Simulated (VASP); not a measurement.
TiAs3:

```
Ti As
1.0
     4.22065    0.00000    0.00000
     0.00000    4.22065    0.00000
     0.00000    0.00000    4.22065
Ti As
1 3
Direct
  0.00000 0.00000 0.00000
  0.00000 0.50000 0.50000
  0.50000 0.00000 0.50000
  0.50000 0.50000 0.00000
```

| Item | Value |
| --- | --- |
| Program | VASP 6.6.1 |
| Task | relaxation of cell and atoms |
| Functional | PBE |
| Potentials or basis | VASP PAW PBE potentials, release 64 (Ti_sv, As) |
| Cutoff | 600 eV |
| k mesh | 12 × 12 × 12 |
| Occupations | gaussian, width 0.1 eV |
| Spin | no spin polarisation |

At the start: pressure -2.8 GPa; volume 18.80 Å³/atom.

Q: Where does the relaxation end?

A: Over 3 steps the energy falls by 5.5 meV/atom and the volume is 18.19 Å³/atom (-3.2 %); space group Pm-3m (No. 221, to 0.05 Å).

Step by step:
| step | energy change (eV) | largest force (eV/Å) | pressure (GPa) | volume (Å³) |
| --- | --- | --- | --- | --- |
| 1 | 0.0000 | 0.0000 | -2.81 | 75.19 |
| 2 | -0.0172 | 0.0000 | 1.46 | 71.65 |
| 3 | -0.0220 | 0.0000 | 0.00 | 72.75 |

Final structure:
```
Ti As
1.0
     4.17452    0.00000    0.00000
     0.00000    4.17452    0.00000
     0.00000    0.00000    4.17452
Ti As
1 3
Direct
  0.00000 0.00000 0.00000
  0.00000 0.50000 0.50000
  0.50000 0.00000 0.50000
  0.50000 0.50000 0.00000
```
